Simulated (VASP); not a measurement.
# ScAl4As (F-43m) in VASP: single point with PBE

Aim: the single point of ScAl4As with PBE.

Program: VASP 6.6.1. These are calculated values, not measurements. Logs are shortened: lines on timing, memory, paths and dates and some standing lists are left out, and cuts for length are marked.

## 1. The cell of the first run

Symmetry: F-43m, No. 216, cubic system. Conventional cell: a = 7.766 Å, b = 7.766 Å, c = 7.766 Å, α = 90.00°, β = 90.00°, γ = 90.00°. Sc (site symmetry -43m) has 12 Al at 3.22 Å and 4 As at 3.36 Å within 4.2 Å. Within 3.6 Å of Al (site symmetry 3m) lie 6 Al at 2.75 Å and 3 Sc at 3.22 Å and 3 As at 3.22 Å. As (site symmetry -43m) has 12 Al at 3.22 Å and 4 Sc at 3.36 Å within 4.2 Å.

## 2. Single point, PBE

Contents of INCAR:

```
  PREC = Accurate
  ENCUT = 520
  EDIFF = 1E-6
  ISMEAR = 0
  SIGMA = 0.1
  LREAL = False
  LASPH = True
  NELM = 60
  ALGO = Fast
  ISIF = 2
  LWAVE = False
  LCHARG = False
  GGA = PE
  NBANDS = 23
```

Contents of KPOINTS:

```
regular mesh
0
Gamma
  4 4 4
```

Contents of POSCAR:

```
ScAl4As
1.0
    0.0000000000      3.8829763000      3.8829763000
    3.8829763000      0.0000000000      3.8829763000
    3.8829763000      3.8829763000      0.0000000000
Sc Al As
1 4 1
Direct
    0.7500000000      0.7500000000      0.7500000000
    0.8750000000      0.3750000000      0.3750000000
    0.3750000000      0.3750000000      0.3750000000
    0.3750000000      0.8750000000      0.3750000000
    0.3750000000      0.3750000000      0.8750000000
    0.0000000000      0.0000000000      0.0000000000
```

Potentials or basis: VASP PAW PBE potentials, release 64 (Sc_sv, Al, As).

The run is started by

```console
$ cat potpaw_PBE.64/Sc_sv/POTCAR potpaw_PBE.64/Al/POTCAR potpaw_PBE.64/As/POTCAR > POTCAR
$ mpirun -np 1 vasp_std > vasp.out
```

OUTCAR:

```text
PREC = Accurate
   ENCUT = 520
   EDIFF = 1E-6
   ISMEAR = 0
   LREAL = False
   LASPH = True
   NELM = 60
   ISIF = 2
   GGA = PE

 ion  position               nearest neighbor table
   1  0.750  0.750  0.750-   3 3.22   4 3.22   5 3.22   2 3.22   3 3.22   5 3.22   2 3.22   4 3.22
                             3 3.22   2 3.22   4 3.22   5 3.22
   2  0.875  0.375  0.375-   3 2.75   5 2.75   4 2.75   3 2.75   4 2.75   5 2.75   1 3.22   1 3.22
                             1 3.22
   3  0.375  0.375  0.375-   2 2.75   4 2.75   5 2.75   5 2.75   4 2.75   2 2.75   1 3.22   1 3.22
                             1 3.22
   4  0.375  0.875  0.375-   3 2.75   5 2.75   2 2.75   3 2.75   5 2.75   2 2.75   1 3.22   1 3.22
                             1 3.22
   5  0.375  0.375  0.875-   3 2.75   2 2.75   3 2.75   4 2.75   4 2.75   2 2.75   1 3.22   1 3.22
                             1 3.22
   6  0.000  0.000  0.000-

  LATTYP: Found a face centered cubic cell.
 ALAT       =     7.7659526000

  Lattice vectors:

 A1 = (   0.0000000000,   3.8829763000,   3.8829763000)
 A2 = (   3.8829763000,   0.0000000000,   3.8829763000)
 A3 = (   3.8829763000,   3.8829763000,   0.0000000000)

Analysis of symmetry for initial positions (statically):
=====================================================================
 Subroutine PRICEL returns:
 Original cell was already a primitive cell.

 Routine SETGRP: Setting up the symmetry group for a
 face centered cubic supercell.

 Subroutine GETGRP returns: Found 24 space group operations
 (whereof 24 operations were pure point group operations)
 out of a pool of 48 trial point group operations.

The static configuration has the point symmetry T_d .

Analysis of symmetry for dynamics (positions and initial velocities):
=====================================================================
 Subroutine PRICEL returns:
 Original cell was already a primitive cell.

 Routine SETGRP: Setting up the symmetry group for a
 face centered cubic supercell.

 Subroutine GETGRP returns: Found 24 space group operations
 (whereof 24 operations were pure point group operations)
 out of a pool of 48 trial point group operations.

The dynamic configuration has the point symmetry T_d .

 Subroutine INISYM returns: Found 24 space group operations
 (whereof 24 operations are pure point group operations),
 and found     1 'primitive' translations

----------------------------------------------------------------------------------------

                                     Primitive cell

  volume of cell :     117.0912

  direct lattice vectors                    reciprocal lattice vectors
     0.000000000  3.882976300  3.882976300    -0.128767204  0.128767204  0.128767204
     3.882976300  0.000000000  3.882976300     0.128767204 -0.128767204  0.128767204
     3.882976300  3.882976300  0.000000000     0.128767204  0.128767204 -0.128767204

  length of vectors
     5.491357746  5.491357746  5.491357746     0.223031339  0.223031339  0.223031339

  position of ions in fractional coordinates (direct lattice)
     0.750000000  0.750000000  0.750000000
     0.875000000  0.375000000  0.375000000
     0.375000000  0.375000000  0.375000000
     0.375000000  0.875000000  0.375000000
     0.375000000  0.375000000  0.875000000
     0.000000000  0.000000000  0.000000000

  ion indices of the primitive-cell ions
   primitive index   ion index
                 1           1
                 2           2
                 3           3
                 4           4
                 5           5
                 6           6

----------------------------------------------------------------------------------------

 KPOINTS: regular mesh

Automatic generation of k-mesh.
 Grid dimensions read from file:
 generate k-points for:    4    4    4

 Generating k-lattice:

  Cartesian coordinates                     Fractional coordinates (reciprocal lattice)
    -0.032191801  0.032191801  0.032191801     0.250000000  0.000000000  0.000000000
     0.032191801 -0.032191801  0.032191801     0.000000000  0.250000000  0.000000000
     0.032191801  0.032191801 -0.032191801     0.000000000  0.000000000  0.250000000

  Length of vectors
     0.055757835  0.055757835  0.055757835

  Shift w.r.t. Gamma in fractional coordinates (k-lattice)
     0.000000000  0.000000000  0.000000000

 Subroutine IBZKPT returns following result:
 ===========================================

 Found      8 irreducible k-points:

 Following reciprocal coordinates:
            Coordinates               Weight
  0.000000  0.000000  0.000000      1.000000
  0.250000  0.000000  0.000000      8.000000
  0.500000  0.000000  0.000000      4.000000
  0.250000  0.250000  0.000000      6.000000
  0.500000  0.250000  0.000000     24.000000
 -0.250000  0.250000  0.000000     12.000000
  0.500000  0.500000  0.000000      3.000000
 -0.250000  0.500000  0.250000      6.000000
   k-points           NKPTS =      8   k-points in BZ     NKDIM =      8   number of bands    NBANDS=     23
   number of dos      NEDOS =    301   number of ions     NIONS =      6
   total plane-waves  NPLWV =  74088
   dimension x,y,z NGX =    42 NGY =   42 NGZ =   42
   dimension x,y,z NGXF=    84 NGYF=   84 NGZF=   84
   ions per type =               1   4   1
   NGX,Y,Z   is equivalent  to a cutoff of  12.72, 12.72, 12.72 a.u.
   NGXF,Y,Z  is equivalent  to a cutoff of  25.43, 25.43, 25.43 a.u.
 SYSTEM =  unknown system
   PREC   = accura    normal or accurate (medium, high low for compatibility)
   ISTART =      0    job   : 0-new  1-cont  2-samecut
   ICHARG =      2    charge: 1-file 2-atom 10-const
   ISPIN  =      1    spin polarized calculation?
   LNONCOLLINEAR =      F non collinear calculations
   LSORBIT =      F    spin-orbit coupling
   LASPH  =      T    aspherical Exc in radial PAW
   ENCUT  =  520.0 eV  38.22 Ry    6.18 a.u.  10.21 10.21 10.21*2*pi/ulx,y,z
   NELM   =     60;   NELMIN=  2; NELMDL= -5     # of ELM steps
   EDIFF  = 0.1E-05   stopping-criterion for ELM
   LREAL  =      F    real-space projection
   EDIFFG = 0.1E-04   stopping-criterion for IOM
   NSW    =      0    number of steps for IOM
   IBRION =     -1    ionic relax: 0-MD 1-quasi-New 2-CG
   NFREE  =      0    steps in history (QN), initial steepest desc. (CG)
   ISIF   =      2    stress and relaxation
   ISYM   =      2    0-nonsym 1-usesym 2-fastsym
   POTIM  = 0.5000    time-step for ionic-motion
   TEBEG  =    0.0;   TEEND  =   0.0 temperature during run
   PSTRESS=    0.0 pullay stress
   NELECT =      28.0000    total number of electrons
   NUPDOWN=      -1.0000    fix difference up-down
   EMIN   =  10.00;   EMAX   =-10.00  energy-range for DOS
   EFERMI =   0.00;   METHOD = LEGACY
   ISMEAR =     0;   SIGMA  =   0.10  broadening in eV -4-tet -1-fermi 0-gaus
   EFERMI_NEDOS =   21; number of points for ismear=-14 and -15
   IALGO  =     68    algorithm
   IMIX   =      4    mixing-type and parameters
     AMIX     =   0.40;   BMIX     =  1.00
     AMIX_MAG =   1.60;   BMIX_MAG =  1.00
  volume/ion in A,a.u.               =      19.52       131.70
  Fermi-wavevector in a.u.,A,eV,Ry     =   1.016138  1.920223 14.048516  1.032537
  Thomas-Fermi vector in A             =   2.149465
   LORBIT       =      0    0 simple, 1 ext, 2 COOP (PROOUT), +10 PAW based schemes
   GGA     = PE    functional components
   LHFCALC =     F    Hartree Fock is set to
   AEXX    =    0.0000 exact exchange contribution
   IVDW    =     0    specifies the selected vdW correction
   LEPSILON=     F    determine dielectric tensor
   LRPA    =     F    only Hartree local field effects (RPA)
 non-spin polarized calculation
 RMM-DIIS sequential band-by-band and
 Gauss-broadening in eV      SIGMA  =   0.10
  energy-cutoff  :      520.00
  volume of cell :      117.09
 maximum number of plane-waves:      3178
 NGX is ok and might be reduce to    42
   NGX = 21   NGY = 21   NGZ = 21

 number of electron      28.0000003 magnetization

 Free energy of the ion-electron system (eV)
  ---------------------------------------------------
  ext. energy  EPLUGINS =         0.00000000
  ---------------------------------------------------
  free energy    TOTEN  =       -26.45010491 eV

  energy without entropy =      -26.40224765  energy(sigma->0) =      -26.42617628

 E-fermi :   5.9729     XC(G=0):  -9.9656

 val. band max:        5.8968535558   @ k =   0.0000   0.0000   0.0000
 cond. band min:       5.9810803709   @ k =   0.2500   0.2500   0.0000
 fundamental gap:      0.0842268152
 Fermi energy:         5.9728596220

 k-point     1 :       0.0000    0.0000    0.0000
  band No.  band energies     occupation
      1     -43.7721      2.00000
      2     -22.3885      2.00000
      3     -22.3885      2.00000
      4     -22.3885      2.00000
      5      -5.4846      2.00000
      6      -1.3108      2.00000
[... 15 lines left out ...]
     22       8.9450      0.00000
     23       9.7792      0.00000

 k-point     2 :       0.2500    0.0000    0.0000
  band No.  band energies     occupation
      1     -43.7721      2.00000
      2     -22.3893      2.00000
      3     -22.3886      2.00000
      4     -22.3886      2.00000
      5      -5.2235      2.00000
      6      -1.7687      2.00000
[... 15 lines left out ...]
     22      10.1557      0.00000
     23      10.4436      0.00000

 k-point     3 :       0.5000    0.0000    0.0000
  band No.  band energies     occupation
      1     -43.7721      2.00000
      2     -22.3901      2.00000
      3     -22.3887      2.00000
      4     -22.3887      2.00000
      5      -4.8795      2.00000
      6      -2.3057      2.00000
[... 15 lines left out ...]
     22       9.6570      0.00000
     23       9.8980      0.00000
[... 79 lines left out ...]
 k-point     7 :       0.5000    0.5000    0.0000
  band No.  band energies     occupation
      1     -43.7721      2.00000
      2     -22.3900      2.00000
      3     -22.3891      2.00000
      4     -22.3891      2.00000
      5      -4.7274      2.00000
      6      -1.6559      2.00000
[... 15 lines left out ...]
     22       8.6300      0.00000
     23      10.2558      0.00000

 k-point     8 :      -0.2500    0.5000    0.2500
  band No.  band energies     occupation
      1     -43.7721      2.00000
      2     -22.3896      2.00000
      3     -22.3895      2.00000
      4     -22.3891      2.00000
      5      -4.7084      2.00000
      6      -1.5392      2.00000
[... 15 lines left out ...]
     22       9.9840      0.00000
     23      10.1090      0.00000

------------------------ aborting loop because EDIFF is reached ----------------------------------------

  FORCE on cell =-STRESS in cart. coord.  units (eV):
  Direction    XX          YY          ZZ          XY          YZ          ZX
  --------------------------------------------------------------------------------------
  -------------------------------------------------------------------------------------
  Total       -3.6155660     -3.6155660     -3.6155660      0.0000000     -0.0000000     -0.0000000
  in kB      -49.4723635    -49.4723635    -49.4723635      0.0000000     -0.0000000     -0.0000000
  external PRESSURE =     -49.4723635 kB  Pullay stress =       0.0000000 kB

 VOLUME and BASIS-vectors are now :
 -----------------------------------------------------------------------------
  energy-cutoff  :      520.00
  volume of cell :      117.09
      direct lattice vectors                 reciprocal lattice vectors
     0.000000000  3.882976300  3.882976300    -0.128767204  0.128767204  0.128767204
     3.882976300  0.000000000  3.882976300     0.128767204 -0.128767204  0.128767204
     3.882976300  3.882976300  0.000000000     0.128767204  0.128767204 -0.128767204

 POSITION                                       TOTAL-FORCE (eV/Angst)
 -----------------------------------------------------------------------------------
      5.82446      5.82446      5.82446        -0.000000     -0.000000     -0.000000
      2.91223      4.85372      4.85372         0.112240     -0.112240     -0.112240
      2.91223      2.91223      2.91223         0.112240      0.112240      0.112240
      4.85372      2.91223      4.85372        -0.112240      0.112240     -0.112240
      4.85372      4.85372      2.91223        -0.112240     -0.112240      0.112240
      0.00000      0.00000      0.00000        -0.000000     -0.000000     -0.000000
 -----------------------------------------------------------------------------------
    total drift:                               -0.000000     -0.000000     -0.000000

  FREE ENERGIE OF THE ION-ELECTRON SYSTEM (eV)
  ---------------------------------------------------
  free  energy   TOTEN  =       -26.4501049132 eV

  energy  without entropy=      -26.4022476499  energy(sigma->0) =      -26.42617628
```

It took 40 s on 1 thread of Intel Xeon Platinum 8259CL at 2.50GHz (Skylake/Cascade Lake), shared host; peak memory 0.26 GiB.

Results:

| Item | Value |
| --- | --- |
| Free energy | -26.4501 eV |
| Pressure | -4.9 GPa |
| Band gap on the k mesh | zero (band 14 reaches 6.39 eV, above the bottom of band 15 at 5.00 eV) |
